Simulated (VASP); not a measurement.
# SiNi2 (P6_3/mmc) in VASP: further runs, part 2 of 3

VASP 6.6.1. The steps go on from the part before.

**3. Single point, r2SCAN (strain -0.015 along x and y, +0.015 along z)**

POSCAR reads:

```
SiNi2
1.0
    3.8115023208      0.0000000000      0.0000000000
   -1.9057511604      3.3008578364      0.0000000000
    0.0000000000      0.0000000000      5.0007133382
Si Ni
2 4
Direct
    0.3333333333      0.6666666667      0.7500000000
    0.6666666667      0.3333333333      0.2500000000
    0.0000000000      0.0000000000      0.0000000000
    0.0000000000      0.0000000000      0.5000000000
    0.3333333333      0.6666666667      0.2500000000
    0.6666666667      0.3333333333      0.7500000000
```

INCAR.step1 reads:

```
SYSTEM = SiNi2
  ALGO = Normal
  EDIFF = 1E-4
  ENCUT = 520
  GGA = PE
  ISMEAR = 0
  LASPH = .TRUE.
  LCHARG = .FALSE.
  LREAL = .FALSE.
  LWAVE = .TRUE.
  NBANDS = 33
  NELM = 60
  PREC = Accurate
  SIGMA = 0.15
```

INCAR.step2 reads:

```
SYSTEM = SiNi2
  ALGO = Normal
  EDIFF = 1E-6
  ENCUT = 520
  ISIF = 2
  ISMEAR = 0
  ISTART = 1
  LASPH = .TRUE.
  LCHARG = .TRUE.
  LELF = .TRUE.
  LMIXTAU = .TRUE.
  LREAL = .FALSE.
  LVHAR = .TRUE.
  LWAVE = .FALSE.
  METAGGA = R2SCAN
  NBANDS = 33
  NELM = 60
  PREC = Accurate
  SIGMA = 0.15
```

KPOINTS reads:

```
k-points
0
G
  12 12 10
  0 0 0
```

Potentials or basis: VASP PAW PBE potentials, release 64 (Si, Ni).

The run is started by

```
> cat potpaw_PBE.64/Si/POTCAR potpaw_PBE.64/Ni/POTCAR > POTCAR
> cp INCAR.step1 INCAR
> mpirun -np 1 vasp_std > vasp.out
> cp INCAR.step2 INCAR
> mpirun -np 1 vasp_std > vasp.out
```

OUTCAR:

```text
SYSTEM = SiNi2
   EDIFF = 1E-6
   ENCUT = 520
   ISIF = 2
   ISMEAR = 0
   ISTART = 1
   LASPH = .TRUE.
   LREAL = .FALSE.
   METAGGA = R2SCAN
   NELM = 60
   PREC = Accurate

 ion  position               nearest neighbor table
   1  0.333  0.667  0.750-   6 2.20   6 2.20   6 2.20   5 2.50   5 2.50   3 2.53   4 2.53   4 2.53
                             3 2.53   4 2.53   3 2.53
   2  0.667  0.333  0.250-   5 2.20   5 2.20   5 2.20   6 2.50   6 2.50   3 2.53   4 2.53   3 2.53
                             4 2.53   3 2.53   4 2.53
   3  0.000  0.000  0.000-   4 2.50   4 2.50   1 2.53   5 2.53   6 2.53   2 2.53   2 2.53   6 2.53
                             1 2.53   5 2.53   2 2.53   6 2.53   1 2.53   5 2.53
   4  0.000  0.000  0.500-   3 2.50   3 2.50   1 2.53   5 2.53   6 2.53   2 2.53   2 2.53   6 2.53
                             1 2.53   5 2.53   2 2.53   6 2.53   1 2.53   5 2.53
   5  0.333  0.667  0.250-   2 2.20   2 2.20   2 2.20   1 2.50   1 2.50   3 2.53   4 2.53   4 2.53
                             3 2.53   4 2.53   3 2.53
   6  0.667  0.333  0.750-   1 2.20   1 2.20   1 2.20   2 2.50   2 2.50   3 2.53   4 2.53   3 2.53
                             4 2.53   3 2.53   4 2.53

  LATTYP: Found a hexagonal cell.
 ALAT       =     3.8115023208
[... 197 lines left out ...]
 Fermi energy:        11.5633489946

 k-point     1 :       0.0000    0.0000    0.0000
  band No.  band energies     occupation
      1      -1.9353      2.00000
      2       2.6950      2.00000
      3       4.4414      2.00000
      4       6.0271      2.00000
      5       6.0271      2.00000
      6       7.2712      2.00000
[... 853 lines left out ...]
     32      19.1065      0.00000
     33      20.6272      0.00000

 [... further k-points ...]

------------------------ aborting loop because EDIFF is reached ----------------------------------------

  FORCE on cell =-STRESS in cart. coord.  units (eV):
  Direction    XX          YY          ZZ          XY          YZ          ZX
  --------------------------------------------------------------------------------------
  -------------------------------------------------------------------------------------
  Total        3.2787055      3.2787055     -0.2783977      0.0000000      0.0000000      0.0000000
  in kB       83.4945292     83.4945292     -7.0895910      0.0000000      0.0000000      0.0000000
  external PRESSURE =      53.2998225 kB  Pullay stress =       0.0000000 kB

 VOLUME and BASIS-vectors are now :
 -----------------------------------------------------------------------------
  energy-cutoff  :      520.00
  volume of cell :       62.92
      direct lattice vectors                 reciprocal lattice vectors
     3.811502321  0.000000000  0.000000000     0.262363739  0.151475775  0.000000000
    -1.905751160  3.300857836  0.000000000     0.000000000  0.302951551  0.000000000
     0.000000000  0.000000000  5.000713338     0.000000000  0.000000000  0.199971471

 POSITION                                       TOTAL-FORCE (eV/Angst)
 -----------------------------------------------------------------------------------
     -0.00000      2.20057      3.75054        -0.000000      0.000000      0.000000
      1.90575      1.10029      1.25018         0.000000     -0.000000      0.000000
      0.00000      0.00000      0.00000        -0.000000      0.000000      0.000000
      0.00000      0.00000      2.50036        -0.000000      0.000000      0.000000
     -0.00000      2.20057      1.25018         0.000000      0.000000      0.000000
      1.90575      1.10029      3.75054         0.000000     -0.000000      0.000000
 -----------------------------------------------------------------------------------
    total drift:                                0.000000      0.000000      0.000000

  FREE ENERGIE OF THE ION-ELECTRON SYSTEM (eV)
  ---------------------------------------------------
  free  energy   TOTEN  =       -68.2184976426 eV

  energy  without entropy=      -68.1809105254  energy(sigma->0) =      -68.19970408
```

Wall time 25 min (1 thread of Oxide Virtual Turin-like, shared host); peak memory 0.27 GiB.

Results:

```yaml
Free_energy: -68.2185 eV
Pressure: 5.3 GPa
Band_gap_on_the_k_mesh: zero (bands 24 and 25 overlap by 3.94 eV)
```

Caveat: the cell differs from its parent crystal (strain -0.015 along x and y, +0.015 along z); the stress differs along the axes, from -1 to 8 GPa; the PAW data sets were made with another functional, which shifts forces and pressure a little.

**4. Single point, r2SCAN (strain -0.015 along x and y, -0.030 along z)**

Edit POSCAR of step 3 so:

```diff
@@ -4,3 +4,3 @@
    -1.9057511604      3.3008578364      0.0000000000
-    0.0000000000      0.0000000000      5.0007133382
+    0.0000000000      0.0000000000      4.7790068355
 Si Ni
```

INCAR.step1 reads:

```
SYSTEM = SiNi2
PREC = Accurate ; ENCUT = 520
ISMEAR = 0 ; SIGMA = 0.15
LREAL = .False. ; LASPH = .True.
NELM = 100 ; NBANDS = 33
GGA = PE ; ALGO = Normal
EDIFF = 1E-4 ; LWAVE = .True.
LCHARG = .False.
```

INCAR.step2 reads:

```
SYSTEM = SiNi2
PREC = Accurate ; ENCUT = 520
EDIFF = 1E-7 ; ISMEAR = 0
SIGMA = 0.15 ; LREAL = .False.
LASPH = .True. ; NELM = 100
ALGO = Normal ; ISIF = 2
LWAVE = .False. ; LCHARG = .True.
METAGGA = R2SCAN ; LMIXTAU = .True.
LELF = .True. ; LVHAR = .True.
NBANDS = 33 ; ISTART = 1
```

KPOINTS reads:

```
Automatic mesh
0
Gamma
  12 12 10
  0 0 0
```

The run is started by

```
> cat potpaw_PBE.64/Si/POTCAR potpaw_PBE.64/Ni/POTCAR > POTCAR
> cp INCAR.step1 INCAR
> mpirun -np 1 vasp_std > vasp.out
> cp INCAR.step2 INCAR
> mpirun -np 1 vasp_std > vasp.out
```

Wall time 31 min (1 thread of Oxide Virtual Turin-like, shared host); peak memory 0.27 GiB.

It converged, with:

```yaml
Free_energy: -68.0850 eV
Pressure: 15.9 GPa
Band_gap_on_the_k_mesh: zero (bands 24 and 25 overlap by 3.85 eV)
```

Stress tensor (GPa, compression positive):
```
14.99  0.00  0.00
 0.00 14.99  0.00
 0.00  0.00 17.82
```

Levels at points of the mesh, in eV from the Fermi level:
```csv
k point,band 20,band 21,band 22,band 23,band 24,band 25,band 26,band 27,band 28,band 29
"(0.00, 0.00, 0.00)",-1.37,-0.73,-0.73,0.18,2.84,2.84,3.07,3.07,3.32,3.71
"(0.50, 0.00, 0.00)",-1.70,-1.46,-1.39,-1.19,-0.78,-0.63,1.62,2.03,3.35,4.24
"(0.00, 0.00, 0.50)",-1.43,-1.43,-1.43,2.82,2.82,3.58,3.58,3.58,3.58,4.65
"(0.50, 0.00, 0.50)",-1.92,-1.45,-1.45,-1.02,-1.02,1.05,1.05,3.35,3.35,6.49
```

Caveat: the cell differs from its parent crystal (strain -0.015 along x and y, -0.030 along z); the cell stands under pressure; the PAW data sets were made with another functional, which shifts forces and pressure a little. Spin polarisation is off, so any magnetic state and its effect on volume and gap are missing.

**5. Single point, r2SCAN (strain -0.030 along x and y, +0.015 along z)**

Edit POSCAR of step 4 so:

```diff
@@ -2,5 +2,5 @@
 1.0
-    3.8115023208      0.0000000000      0.0000000000
-   -1.9057511604      3.3008578364      0.0000000000
-    0.0000000000      0.0000000000      4.7790068355
+    3.7534591383      0.0000000000      0.0000000000
+   -1.8767295691      3.2505909658      0.0000000000
+    0.0000000000      0.0000000000      5.0007133382
 Si Ni
```

INCAR.step1 reads:

```
PREC     = Accurate       # precision mode
ENCUT    = 520            # plane-wave cutoff, eV
ISMEAR   = 0              # smearing method
SIGMA    = 0.15           # smearing width, eV
LREAL    = F              # projectors in reciprocal space
LASPH    = T              # aspherical terms in the spheres
NELM     = 100            # most SCF steps
NBANDS   = 33             # bands
GGA      = PE             # functional
ALGO     = Normal         # electronic algorithm
EDIFF    = 1E-4           # SCF threshold, eV
LWAVE    = T              # write WAVECAR
LCHARG   = F              # write CHGCAR
```

INCAR.step2 reads:

```
PREC     = Accurate       # precision mode
ENCUT    = 520            # plane-wave cutoff, eV
EDIFF    = 1E-6           # SCF threshold, eV
ISMEAR   = 0              # smearing method
SIGMA    = 0.15           # smearing width, eV
LREAL    = F              # projectors in reciprocal space
LASPH    = T              # aspherical terms in the spheres
NELM     = 100            # most SCF steps
ALGO     = Normal         # electronic algorithm
ISIF     = 2              # what is computed and relaxed
LWAVE    = F              # write WAVECAR
LCHARG   = T              # write CHGCAR
METAGGA  = R2SCAN         # meta-GGA
LMIXTAU  = T            
LELF     = T              # ELF
LVHAR    = T            
NBANDS   = 33             # bands
ISTART   = 1
```

KPOINTS reads:

```
Automatic mesh
0
Gamma
  12 12 10
```

Potentials or basis: VASP PAW PBE potentials, release 64 (Si, Ni).

The run is started by

```
> cat potpaw_PBE.64/Si/POTCAR potpaw_PBE.64/Ni/POTCAR > POTCAR
> cp INCAR.step1 INCAR
> mpirun -np 1 vasp_std > vasp.out
> cp INCAR.step2 INCAR
> mpirun -np 1 vasp_std > vasp.out
```

OUTCAR:

```text
PREC = Accurate
   ENCUT = 520
   EDIFF = 1E-6
   ISMEAR = 0
   LREAL = F
   LASPH = T
   NELM = 100
   ISIF = 2
   METAGGA = R2SCAN
   ISTART = 1

 ion  position               nearest neighbor table
   1  0.333  0.667  0.750-   6 2.17   6 2.17   6 2.17   5 2.50   5 2.50   3 2.50   4 2.50   4 2.50
                             3 2.50   4 2.50   3 2.50
   2  0.667  0.333  0.250-   5 2.17   5 2.17   5 2.17   6 2.50   6 2.50   3 2.50   4 2.50   3 2.50
                             4 2.50   3 2.50   4 2.50
   3  0.000  0.000  0.000-   4 2.50   4 2.50   1 2.50   5 2.50   6 2.50   2 2.50   1 2.50   5 2.50
                             2 2.50   6 2.50   2 2.50   6 2.50   1 2.50   5 2.50
   4  0.000  0.000  0.500-   3 2.50   3 2.50   1 2.50   5 2.50   6 2.50   2 2.50   1 2.50   5 2.50
[... 1080 lines left out ...]
  Total        7.3296762      7.3296762      1.3018143      0.0000000      0.0000000      0.0000000
  in kB      192.4728145    192.4728145     34.1848460      0.0000000      0.0000000      0.0000000
  external PRESSURE =     139.7101583 kB  Pullay stress =       0.0000000 kB

 VOLUME and BASIS-vectors are now :
 -----------------------------------------------------------------------------
  energy-cutoff  :      520.00
  volume of cell :       61.01
      direct lattice vectors                 reciprocal lattice vectors
     3.753459138  0.000000000  0.000000000     0.266420910  0.153818184  0.000000000
    -1.876729569  3.250590966  0.000000000     0.000000000  0.307636368  0.000000000
     0.000000000  0.000000000  5.000713338     0.000000000  0.000000000  0.199971471

 POSITION                                       TOTAL-FORCE (eV/Angst)
 -----------------------------------------------------------------------------------
     -0.00000      2.16706      3.75054        -0.000000      0.000000      0.000000
      1.87673      1.08353      1.25018         0.000000     -0.000000      0.000000
      0.00000      0.00000      0.00000         0.000000      0.000000      0.000000
      0.00000      0.00000      2.50036         0.000000      0.000000      0.000000
     -0.00000      2.16706      1.25018         0.000000     -0.000000      0.000000
      1.87673      1.08353      3.75054        -0.000000      0.000000      0.000000
 -----------------------------------------------------------------------------------
    total drift:                                0.000000      0.000000      0.000000

  FREE ENERGIE OF THE ION-ELECTRON SYSTEM (eV)
  ---------------------------------------------------
  free  energy   TOTEN  =       -68.0584296221 eV

  energy  without entropy=      -68.0225190833  energy(sigma->0) =      -68.04047435
```

OUTCAR.step1:

```text
PREC = Accurate
   ENCUT = 520
   ISMEAR = 0
   LREAL = F
[... 1110 lines left out ...]
      0.00000      0.00000      0.00000         0.000000      0.000000      0.000000
      0.00000      0.00000      2.50036         0.000000      0.000000      0.000000
     -0.00000      2.16706      1.25018         0.000000      0.000000      0.000000
      1.87673      1.08353      3.75054         0.000000     -0.000000      0.000000
 -----------------------------------------------------------------------------------
    total drift:                                0.000000      0.000000      0.000000

  FREE ENERGIE OF THE ION-ELECTRON SYSTEM (eV)
  ---------------------------------------------------
  free  energy   TOTEN  =       -35.3722375978 eV

  energy  without entropy=      -35.3344293962  energy(sigma->0) =      -35.35333350
```

Run time: 28 min. Hardware: 1 thread of Oxide Virtual Turin-like, shared host; peak memory 0.27 GiB.

Results:

- Free energy: -68.0584 eV
- Pressure: 14.0 GPa
- Band gap on the k mesh: zero (bands 24 and 25 overlap by 4.20 eV)

Levels at points of the mesh, in eV from the Fermi level:
| k point | band 22 | band 23 | band 24 | band 25 | band 26 | band 27 |
| --- | --- | --- | --- | --- | --- | --- |
| (0.00, 0.00, 0.00) | -0.67 | -0.07 | 3.25 | 3.25 | 3.40 | 3.40 |
| (0.50, 0.00, 0.00) | -1.33 | -1.17 | -0.75 | -0.74 | 1.44 | 2.06 |
| (0.00, 0.00, 0.50) | -1.38 | 2.51 | 2.51 | 3.82 | 3.82 | 3.82 |
| (0.50, 0.00, 0.50) | -1.40 | -1.06 | -1.06 | 1.09 | 1.09 | 3.62 |

Caveat: the cell differs from its parent crystal (strain -0.030 along x and y, +0.015 along z); the stress differs along the axes, from 3 to 19 GPa; the PAW data sets were made with another functional, which shifts forces and pressure a little.

[end of part 2 of 3]
